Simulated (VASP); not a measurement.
# Rb (Im-3m) in VASP: a series of runs, part 2 of 2

VASP 6.6.1. Earlier steps stand in the parts before.

### 5 Single point, PBEsol (strained)

The input, INCAR:

```
SYSTEM = Rb
PREC = Accurate
ENCUT = 520
EDIFF = 1E-7
ISMEAR = 0
SIGMA = 0.1
LREAL = .FALSE.
LASPH = .TRUE.
NELM = 100
ALGO = Fast
ISIF = 2
LWAVE = .FALSE.
LCHARG = .FALSE.
GGA = PS
NBANDS = 10
```

The input, KPOINTS:

```
Automatic mesh
0
G
  10 10 10
  0 0 0
```

The input, POSCAR:

```
Rb
1.0
   -2.7828505000      2.7828505000      2.7828505000
    2.7828505000     -2.7828505000      2.7828505000
    2.7828505000      2.7828505000     -2.7828505000
Rb
1
Direct
    0.0000000000      0.0000000000      0.0000000000
```

Potentials or basis: VASP PAW PBE potentials, release 64 (Rb_sv).

Command:

```
cat potpaw_PBE.64/Rb_sv/POTCAR > POTCAR
mpirun -np 1 vasp_std > vasp.out
```

OUTCAR:

```text
SYSTEM = Rb
   PREC = Accurate
   ENCUT = 520
   EDIFF = 1E-7
   ISMEAR = 0
   LREAL = .FALSE.
   LASPH = .TRUE.
   NELM = 100
   ISIF = 2
   GGA = PS

 ion  position               nearest neighbor table
   1  0.000  0.000  0.000-

  LATTYP: Found a body centered cubic cell.
 ALAT       =     5.5657010000

  Lattice vectors:

 A1 = (  -2.7828505000,   2.7828505000,   2.7828505000)
 A2 = (   2.7828505000,  -2.7828505000,   2.7828505000)
 A3 = (   2.7828505000,   2.7828505000,  -2.7828505000)

Analysis of symmetry for initial positions (statically):
=====================================================================
 Subroutine PRICEL returns:
 Original cell was already a primitive cell.

 Routine SETGRP: Setting up the symmetry group for a
 body centered cubic supercell.

 Subroutine GETGRP returns: Found 48 space group operations
 (whereof 48 operations were pure point group operations)
 out of a pool of 48 trial point group operations.

The static configuration has the point symmetry O_h .

Analysis of symmetry for dynamics (positions and initial velocities):
=====================================================================
 Subroutine PRICEL returns:
 Original cell was already a primitive cell.

 Routine SETGRP: Setting up the symmetry group for a
 body centered cubic supercell.

 Subroutine GETGRP returns: Found 48 space group operations
 (whereof 48 operations were pure point group operations)
 out of a pool of 48 trial point group operations.

The dynamic configuration has the point symmetry O_h .

 Subroutine INISYM returns: Found 48 space group operations
 (whereof 48 operations are pure point group operations),
 and found     1 'primitive' translations

----------------------------------------------------------------------------------------

                                     Primitive cell

  volume of cell :      86.2044

  direct lattice vectors                    reciprocal lattice vectors
    -2.782850500  2.782850500  2.782850500     0.000000000  0.179671887  0.179671887
     2.782850500 -2.782850500  2.782850500     0.179671887  0.000000000  0.179671887
     2.782850500  2.782850500 -2.782850500     0.179671887  0.179671887  0.000000000

  length of vectors
     4.820038456  4.820038456  4.820038456     0.254094419  0.254094419  0.254094419

  position of ions in fractional coordinates (direct lattice)
     0.000000000  0.000000000  0.000000000

  ion indices of the primitive-cell ions
   primitive index   ion index
                 1           1

----------------------------------------------------------------------------------------

 KPOINTS: Automatic mesh

Automatic generation of k-mesh.
 Grid dimensions read from file:
 generate k-points for:   10   10   10

 Generating k-lattice:

  Cartesian coordinates                     Fractional coordinates (reciprocal lattice)
     0.000000000  0.017967189  0.017967189     0.100000000  0.000000000  0.000000000
     0.017967189  0.000000000  0.017967189     0.000000000  0.100000000  0.000000000
     0.017967189  0.017967189  0.000000000     0.000000000  0.000000000  0.100000000

  Length of vectors
     0.025409442  0.025409442  0.025409442

  Shift w.r.t. Gamma in fractional coordinates (k-lattice)
     0.000000000  0.000000000  0.000000000

 Subroutine IBZKPT returns following result:
 ===========================================

 Found     47 irreducible k-points:

 Following reciprocal coordinates:
            Coordinates               Weight
  0.000000  0.000000  0.000000      1.000000
  0.100000  0.000000  0.000000     12.000000
  0.200000  0.000000  0.000000     12.000000
  0.300000  0.000000  0.000000     12.000000
  0.400000  0.000000  0.000000     12.000000
  0.500000  0.000000  0.000000      6.000000
[... 16 lines left out ...]
  0.300000  0.300000  0.100000      8.000000
 -0.300000  0.300000  0.100000     24.000000
 [... further k-points ...]
   k-points           NKPTS =     47   k-points in BZ     NKDIM =     47   number of bands    NBANDS=     10
   number of dos      NEDOS =    301   number of ions     NIONS =      1
   total plane-waves  NPLWV =  46656
   dimension x,y,z NGX =    36 NGY =   36 NGZ =   36
   dimension x,y,z NGXF=    72 NGYF=   72 NGZF=   72
   ions per type =               1
   NGX,Y,Z   is equivalent  to a cutoff of  12.42, 12.42, 12.42 a.u.
   NGXF,Y,Z  is equivalent  to a cutoff of  24.83, 24.83, 24.83 a.u.
 SYSTEM =  Rb
   PREC   = accura    normal or accurate (medium, high low for compatibility)
   ISTART =      0    job   : 0-new  1-cont  2-samecut
   ICHARG =      2    charge: 1-file 2-atom 10-const
   ISPIN  =      1    spin polarized calculation?
   LNONCOLLINEAR =      F non collinear calculations
   LSORBIT =      F    spin-orbit coupling
   LASPH  =      T    aspherical Exc in radial PAW
   ENCUT  =  520.0 eV  38.22 Ry    6.18 a.u.   8.96  8.96  8.96*2*pi/ulx,y,z
   NELM   =    100;   NELMIN=  2; NELMDL= -5     # of ELM steps
   EDIFF  = 0.1E-06   stopping-criterion for ELM
   LREAL  =      F    real-space projection
   EDIFFG = 0.1E-05   stopping-criterion for IOM
   NSW    =      0    number of steps for IOM
   IBRION =     -1    ionic relax: 0-MD 1-quasi-New 2-CG
   NFREE  =      0    steps in history (QN), initial steepest desc. (CG)
   ISIF   =      2    stress and relaxation
   ISYM   =      2    0-nonsym 1-usesym 2-fastsym
   POTIM  = 0.5000    time-step for ionic-motion
   TEBEG  =    0.0;   TEEND  =   0.0 temperature during run
   PSTRESS=    0.0 pullay stress
   NELECT =       9.0000    total number of electrons
   NUPDOWN=      -1.0000    fix difference up-down
   EMIN   =  10.00;   EMAX   =-10.00  energy-range for DOS
   EFERMI =   0.00;   METHOD = LEGACY
   ISMEAR =     0;   SIGMA  =   0.10  broadening in eV -4-tet -1-fermi 0-gaus
   EFERMI_NEDOS =   21; number of points for ismear=-14 and -15
   IALGO  =     68    algorithm
   IMIX   =      4    mixing-type and parameters
     AMIX     =   0.40;   BMIX     =  1.00
     AMIX_MAG =   1.60;   BMIX_MAG =  1.00
  volume/ion in A,a.u.               =      86.20       581.74
  Fermi-wavevector in a.u.,A,eV,Ry     =   0.770866  1.456726  8.085059  0.594235
  Thomas-Fermi vector in A             =   1.872162
   LORBIT       =      0    0 simple, 1 ext, 2 COOP (PROOUT), +10 PAW based schemes
   GGA     = PS    functional components
   LHFCALC =     F    Hartree Fock is set to
   AEXX    =    0.0000 exact exchange contribution
   IVDW    =     0    specifies the selected vdW correction
   LEPSILON=     F    determine dielectric tensor
   LRPA    =     F    only Hartree local field effects (RPA)
 non-spin polarized calculation
 RMM-DIIS sequential band-by-band and
 Gauss-broadening in eV      SIGMA  =   0.10
  energy-cutoff  :      520.00
  volume of cell :       86.20
 maximum number of plane-waves:      2382
   NGX = 17   NGY = 17   NGZ = 17

 number of electron       9.0000000 magnetization

 Free energy of the ion-electron system (eV)
  ---------------------------------------------------
  ext. energy  EPLUGINS =         0.00000000
  ---------------------------------------------------
  free energy    TOTEN  =        -1.02418496 eV

  energy without entropy =       -1.01794586  energy(sigma->0) =       -1.02106541

 E-fermi :   0.0698     XC(G=0):  -5.6574

 val. band max:        0.0679459567   @ k =  -0.3000   0.4000   0.2000
 cond. band min:       0.1514155683   @ k =  -0.4000   0.4000   0.2000
 fundamental gap:      0.0834696115
 Fermi energy:         0.0697705287

 k-point     1 :       0.0000    0.0000    0.0000
  band No.  band energies     occupation
      1     -28.7606      2.00000
      2     -12.8017      2.00000
      3     -12.8017      2.00000
      4     -12.8017      2.00000
      5      -1.9814      2.00000
      6       3.7968      0.00000
      7       3.7968      0.00000
      8       3.7968      0.00000
      9       4.7819      0.00000
     10       4.7819      0.00000
[... 287 lines left out ...]
 k-point    24 :      -0.3000    0.3000    0.1000
  band No.  band energies     occupation
      1     -28.7566      2.00000
      2     -12.8771      2.00000
      3     -12.8311      2.00000
      4     -12.8105      2.00000
      5      -0.8275      2.00000
      6       2.2079      0.00000
      7       3.0009      0.00000
      8       3.9003      0.00000
      9       4.7961      0.00000
     10       5.2368      0.00000

 [... further k-points ...]

------------------------ aborting loop because EDIFF is reached ----------------------------------------

  FORCE on cell =-STRESS in cart. coord.  units (eV):
  Direction    XX          YY          ZZ          XY          YZ          ZX
  --------------------------------------------------------------------------------------
  -------------------------------------------------------------------------------------
  Total        0.0067863      0.0067863      0.0067863      0.0000000      0.0000000     -0.0000000
  in kB        0.1261286      0.1261286      0.1261286      0.0000000      0.0000000     -0.0000000
  external PRESSURE =       0.1261286 kB  Pullay stress =       0.0000000 kB

 VOLUME and BASIS-vectors are now :
 -----------------------------------------------------------------------------
  energy-cutoff  :      520.00
  volume of cell :       86.20
      direct lattice vectors                 reciprocal lattice vectors
    -2.782850500  2.782850500  2.782850500     0.000000000  0.179671887  0.179671887
     2.782850500 -2.782850500  2.782850500     0.179671887  0.000000000  0.179671887
     2.782850500  2.782850500 -2.782850500     0.179671887  0.179671887  0.000000000

 POSITION                                       TOTAL-FORCE (eV/Angst)
 -----------------------------------------------------------------------------------
      0.00000      0.00000      0.00000         0.000000      0.000000      0.000000
 -----------------------------------------------------------------------------------
    total drift:                               -0.000000     -0.000000      0.000000

  FREE ENERGIE OF THE ION-ELECTRON SYSTEM (eV)
  ---------------------------------------------------
  free  energy   TOTEN  =        -1.0241849554 eV

  energy  without entropy=       -1.0179458584  energy(sigma->0) =       -1.02106541
```

Wall time 30 s (1 thread of Oxide Virtual Turin-like, shared host); peak memory 0.18 GiB.

Results:

| Quantity | Value |
| --- | --- |
| Free energy | -1.0242 eV |
| Pressure | 0.0 GPa |
| Band gap on the k mesh | zero (an odd number of electrons rules out a gap without spin polarisation) |

Caveat: the cell differs from its parent crystal (strained); the PAW data sets were made with another functional, which shifts forces and pressure a little.

### 6 Single point, PBEsol (strained)

The input, INCAR:

```
  ALGO = Fast
  EDIFF = 1E-7
  ENCUT = 520
  GGA = PS
  ISIF = 2
  ISMEAR = 0
  LASPH = True
  LCHARG = False
  LREAL = False
  LWAVE = False
  NBANDS = 10
  NELM = 100
  PREC = Accurate
  SIGMA = 0.1
```

The input, KPOINTS:

```
k-points
0
Gamma
  10 10 10
```

The input, POSCAR:

```
Rb
1.0
   -2.8394755800      2.8394755800      2.8394755800
    2.8394755800     -2.8394755800      2.8394755800
    2.8394755800      2.8394755800     -2.8394755800
Rb
1
Direct
    0.0000000000      0.0000000000      0.0000000000
```

Potentials or basis: VASP PAW PBE potentials, release 64 (Rb_sv).

Command:

```
cat potpaw_PBE.64/Rb_sv/POTCAR > POTCAR
mpirun -np 1 vasp_std > vasp.out
```

OUTCAR:

```text
EDIFF = 1E-7
   ENCUT = 520
   GGA = PS
   ISIF = 2
   ISMEAR = 0
   LASPH = True
   LREAL = False
   NELM = 100
   PREC = Accurate

 ion  position               nearest neighbor table
   1  0.000  0.000  0.000-

  LATTYP: Found a body centered cubic cell.
 ALAT       =     5.6789511600

  Lattice vectors:

 A1 = (  -2.8394755800,   2.8394755800,   2.8394755800)
 A2 = (   2.8394755800,  -2.8394755800,   2.8394755800)
 A3 = (   2.8394755800,   2.8394755800,  -2.8394755800)

Analysis of symmetry for initial positions (statically):
=====================================================================
 Subroutine PRICEL returns:
 Original cell was already a primitive cell.

 Routine SETGRP: Setting up the symmetry group for a
 body centered cubic supercell.

 Subroutine GETGRP returns: Found 48 space group operations
 (whereof 48 operations were pure point group operations)
 out of a pool of 48 trial point group operations.

The static configuration has the point symmetry O_h .

Analysis of symmetry for dynamics (positions and initial velocities):
=====================================================================
 Subroutine PRICEL returns:
 Original cell was already a primitive cell.

 Routine SETGRP: Setting up the symmetry group for a
 body centered cubic supercell.

 Subroutine GETGRP returns: Found 48 space group operations
 (whereof 48 operations were pure point group operations)
 out of a pool of 48 trial point group operations.

The dynamic configuration has the point symmetry O_h .

 Subroutine INISYM returns: Found 48 space group operations
 (whereof 48 operations are pure point group operations),
 and found     1 'primitive' translations

----------------------------------------------------------------------------------------

                                     Primitive cell
[... 112 lines left out ...]
  Thomas-Fermi vector in A             =   1.853401
   LORBIT       =      0    0 simple, 1 ext, 2 COOP (PROOUT), +10 PAW based schemes
   GGA     = PS    functional components
   LHFCALC =     F    Hartree Fock is set to
   AEXX    =    0.0000 exact exchange contribution
   IVDW    =     0    specifies the selected vdW correction
   LEPSILON=     F    determine dielectric tensor
   LRPA    =     F    only Hartree local field effects (RPA)
 non-spin polarized calculation
 RMM-DIIS sequential band-by-band and
 Gauss-broadening in eV      SIGMA  =   0.10
  energy-cutoff  :      520.00
  volume of cell :       91.57
 maximum number of plane-waves:      2491
 NGX is ok and might be reduce to    40
   NGX = 19   NGY = 19   NGZ = 19

 number of electron       9.0000000 magnetization

 Free energy of the ion-electron system (eV)
  ---------------------------------------------------
  ext. energy  EPLUGINS =         0.00000000
  ---------------------------------------------------
  free energy    TOTEN  =        -1.02180566 eV

  energy without entropy =       -1.01560196  energy(sigma->0) =       -1.01870381

 E-fermi :  -0.0657     XC(G=0):  -5.5053

 val. band max:       -0.0681848432   @ k =  -0.3000   0.4000   0.2000
 cond. band min:       0.0140344727   @ k =  -0.4000   0.4000   0.2000
 fundamental gap:      0.0822193159
 Fermi energy:        -0.0657269715

 k-point     1 :       0.0000    0.0000    0.0000
  band No.  band energies     occupation
      1     -28.9280      2.00000
      2     -12.9755      2.00000
      3     -12.9755      2.00000
      4     -12.9755      2.00000
      5      -2.0333      2.00000
      6       3.6082      0.00000
      7       3.6082      0.00000
      8       3.6082      0.00000
      9       4.5494      0.00000
     10       4.5494      0.00000
[... 287 lines left out ...]
 k-point    24 :      -0.3000    0.3000    0.1000
  band No.  band energies     occupation
      1     -28.9250      2.00000
      2     -13.0364      2.00000
      3     -12.9995      2.00000
      4     -12.9826      2.00000
      5      -0.9340      2.00000
      6       2.0493      0.00000
      7       2.8355      0.00000
      8       3.6878      0.00000
      9       4.5395      0.00000
     10       4.9701      0.00000

 [... further k-points ...]

------------------------ aborting loop because EDIFF is reached ----------------------------------------

  FORCE on cell =-STRESS in cart. coord.  units (eV):
  Direction    XX          YY          ZZ          XY          YZ          ZX
  --------------------------------------------------------------------------------------
  -------------------------------------------------------------------------------------
  Total       -0.0852344     -0.0852344     -0.0852344      0.0000000     -0.0000000     -0.0000000
  in kB       -1.4912528     -1.4912528     -1.4912528      0.0000000     -0.0000000     -0.0000000
  external PRESSURE =      -1.4912528 kB  Pullay stress =       0.0000000 kB

 VOLUME and BASIS-vectors are now :
 -----------------------------------------------------------------------------
  energy-cutoff  :      520.00
  volume of cell :       91.57
      direct lattice vectors                 reciprocal lattice vectors
    -2.839475580  2.839475580  2.839475580     0.000000000  0.176088854  0.176088854
     2.839475580 -2.839475580  2.839475580     0.176088854  0.000000000  0.176088854
     2.839475580  2.839475580 -2.839475580     0.176088854  0.176088854  0.000000000

 POSITION                                       TOTAL-FORCE (eV/Angst)
 -----------------------------------------------------------------------------------
      0.00000      0.00000      0.00000        -0.000000     -0.000000     -0.000000
 -----------------------------------------------------------------------------------
    total drift:                               -0.000000     -0.000000     -0.000000

  FREE ENERGIE OF THE ION-ELECTRON SYSTEM (eV)
  ---------------------------------------------------
  free  energy   TOTEN  =        -1.0218056630 eV

  energy  without entropy=       -1.0156019558  energy(sigma->0) =       -1.01870381
```

OSZICAR:

```text
N       E                     dE             d eps       ncg     rms          rms(c)
DAV:   1     0.446980855145E+02    0.44698E+02   -0.32961E+03   940   0.660E+02
DAV:   2     0.188738137785E+01   -0.42811E+02   -0.41765E+02  1066   0.123E+02
DAV:   3    -0.911935047130E+00   -0.27993E+01   -0.27926E+01  1206   0.332E+01
DAV:   4    -0.101980840104E+01   -0.10787E+00   -0.10777E+00  1368   0.564E+00
DAV:   5    -0.102154108116E+01   -0.17327E-02   -0.17326E-02  1252   0.626E-01    0.110E+00
RMM:   6    -0.102130881102E+01    0.23227E-03   -0.16077E-03  1085   0.250E-01    0.677E-01
RMM:   7    -0.102172107584E+01   -0.41226E-03   -0.37895E-03  1139   0.372E-01    0.498E-02
RMM:   8    -0.102179990244E+01   -0.78827E-04   -0.20323E-04  1385   0.942E-02    0.735E-03
RMM:   9    -0.102180408686E+01   -0.41844E-05   -0.49405E-05  1579   0.338E-02    0.579E-03
RMM:  10    -0.102180523943E+01   -0.11526E-05   -0.73431E-06  1646   0.149E-02    0.354E-03
RMM:  11    -0.102180544709E+01   -0.20766E-06   -0.35705E-06  1635   0.813E-03    0.110E-03
RMM:  12    -0.102180559383E+01   -0.14674E-06   -0.99291E-07  1446   0.468E-03    0.501E-04
RMM:  13    -0.102180566300E+01   -0.69171E-07   -0.43594E-07  1365   0.301E-03
   1 F= -.10218057E+01 E0= -.10187038E+01  d E =-.620371E-02
```

Wall time 38 s (1 thread of Oxide Virtual Turin-like, shared host); peak memory 0.21 GiB.

Results:

```
Free energy            : -1.0218 eV
Pressure               : -0.1 GPa
Band gap on the k mesh : zero (an odd number of electrons rules out a gap without spin polarisation)
```

Levels at points of the mesh, in eV from the Fermi level:
```csv
k point,band 3,band 4,band 5,band 6,band 7,band 8
"(0.00, 0.00, 0.00)",-12.91,-12.91,-1.97,3.67,3.67,3.67
"(0.50, 0.00, 0.00)",-12.94,-12.91,0.24,0.77,2.58,4.25
"(0.50, 0.50, 0.50)",-12.98,-12.98,1.27,1.27,3.22,3.22
```

Caveat: the cell differs from its parent crystal (strained); the PAW data sets were made with another functional, which shifts forces and pressure a little.

### 7 Summary

```csv
task,cell,cutoff (eV),gap on the mesh (eV),pressure (GPa)
single point,"a = 4.825 Å, angles 109.5°, 1 atom",520,none,0.0
relaxation of cell and atoms,"relaxed from a = 4.860 Å, angles 109.5°, 1 atom",600,none,0.0
single point,"a = 4.716 Å, angles 109.5°, 1 atom",520,none,0.2
single point,"a = 4.820 Å, angles 109.5°, 1 atom",520,none,0.0
single point,"a = 4.918 Å, angles 109.5°, 1 atom",520,none,-0.1
```

Alike in all rows: level PBEsol; potentials or basis VASP PAW PBE potentials, release 64 (Rb_sv); no spin polarisation; k mesh 10 × 10 × 10; smearing gaussian 0.1 eV.

Caveats: the PAW data sets were made with another functional, which shifts forces and pressure a little.

Absolute energies hang on the potentials; compare differences alone.

The gap in the log of VASP goes by the Fermi energy; the results here count the filled bands.